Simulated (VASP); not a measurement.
Wanted: the native input for a VASP 6.6.1 run.

```yaml
Task: single point
Functional: LDA
Potentials_or_basis: VASP PAW LDA potentials, release 64 (Na_pv, Ti_sv, O)
Cutoff: 520 eV
k_mesh: 6 × 6 × 6
Occupations: methfessel-paxton, width 0.1 eV
Spin: no spin polarisation
Dipole_correction: no
Further_INCAR_settings: ALGO = Normal; EDIFF = 1e-06; NBANDS = 26
```

The structure of NaTiO3 lies in POSCAR:

```
NaTiO3
1.0
    3.9536853758      0.0000000000      0.0000000000
    0.0000000000      3.9536853758      0.0000000000
    0.0000000000      0.0000000000      3.9536853758
Na Ti O
1 1 3
Direct
    0.0000000000      0.0000000000      0.0000000000
    0.5000000000      0.5000000000      0.5000000000
    0.5000000000      0.5000000000      0.0000000000
    0.5000000000      0.0000000000      0.5000000000
    0.0000000000      0.5000000000      0.5000000000
```

These files were run (other wordings do the same):

INCAR

```
SYSTEM = NaTiO3
ALGO = Normal ; EDIFF = 1E-6
ENCUT = 520 ; GGA = CA
ISIF = 2 ; ISMEAR = 1
LASPH = .TRUE. ; LCHARG = .TRUE.
LELF = .TRUE. ; LREAL = .FALSE.
LVHAR = .TRUE. ; LWAVE = .FALSE.
NBANDS = 26 ; NELM = 100
PREC = Accurate ; SIGMA = 0.1
```

KPOINTS

```
k-points
0
G
  6 6 6
  0 0 0
```

Potentials or basis: VASP PAW LDA potentials, release 64 (Na_pv, Ti_sv, O).

Run with:

```sh
$ cat potpaw_LDA.64/Na_pv/POTCAR potpaw_LDA.64/Ti_sv/POTCAR potpaw_LDA.64/O/POTCAR > POTCAR
$ mpirun -np 1 vasp_std > vasp.out
```

It gave:

```
Pressure : -14.9 GPa
```

Caveat: an odd number of electrons without spin polarisation forces a metal; a magnetic or distorted state may lie lower.

Wall time 19 s on 1 thread of Intel(R) Xeon(R) Platinum 8488C (Sapphire Rapids) (shared host), peak memory 0.16 GiB.
